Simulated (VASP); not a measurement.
Wanted: the native input for a VASP 6.6.1 run.

- Task: single point
- Functional: PBEsol
- Potentials or basis: VASP PAW PBE potentials, release 64 (Zr_sv, H)
- Cutoff: 520 eV
- k mesh: 4 × 3 × 4
- Occupations: gaussian, width 0.1 eV
- Spin: no spin polarisation
- Dipole correction: no
- Further INCAR settings: ALGO = Normal; EDIFF = 1e-06; NBANDS = 84

The structure of Zr12H (a cell with a defect) lies in POSCAR:

```
Zr12H
1.0
    6.4600000000      0.0000000000      0.0000000000
   -4.8450000000      8.3917860000      0.0000000000
    0.0000000000      0.0000000000      5.1453900000
Zr H
12 1
Direct
    0.0022503577     -0.0003493937      0.0054790372
    0.1687846676      0.2233030242      0.5006954006
   -0.0000385588      0.3299739547     -0.0060946670
    0.1616901175      0.5544586048      0.5045259057
   -0.0013541343      0.6625490638      0.0038669793
    0.1655906357      0.8894694147      0.5088380010
    0.4997540815     -0.0010075926      0.0011342753
    0.6653466304      0.2224650425      0.4950185300
    0.5019020633      0.3304312472     -0.0037520847
    0.6659040238      0.5540018439      0.5050347912
    0.5008179981      0.6652673791     -0.0092168748
    0.6711666286      0.8960319090      0.5087810551
    0.5007932388      0.6699439924      0.3804980812
```

These files were run (other wordings do the same):

INCAR

```
SYSTEM = Zr12H
PREC = Accurate
ENCUT = 520
EDIFF = 1E-6
ISMEAR = 0
SIGMA = 0.1
LREAL = .False.
LASPH = .True.
NELM = 100
ALGO = Normal
ISIF = 2
LWAVE = .False.
LCHARG = .True.
GGA = PS
LELF = .True.
LVHAR = .True.
NBANDS = 84
```

KPOINTS

```
regular mesh
0
Gamma
  4 3 4
  0 0 0
```

Potentials or basis: VASP PAW PBE potentials, release 64 (Zr_sv, H).

The run is started by

```sh
$ cat potpaw_PBE.64/Zr_sv/POTCAR potpaw_PBE.64/H/POTCAR > POTCAR
$ mpirun -np 1 vasp_std > vasp.out
```

It gave:

- Pressure: -1.7 GPa
- Largest force: 0.021 eV/Å
- Band gap on the k mesh: zero (an odd number of electrons rules out a gap without spin polarisation)

Caveat: the PAW data sets were made with another functional, which shifts forces and pressure a little.

It took 28 min on 1 thread of Oxide Virtual Turin-like Processor, with other jobs on the host, peak memory 0.57 GiB.
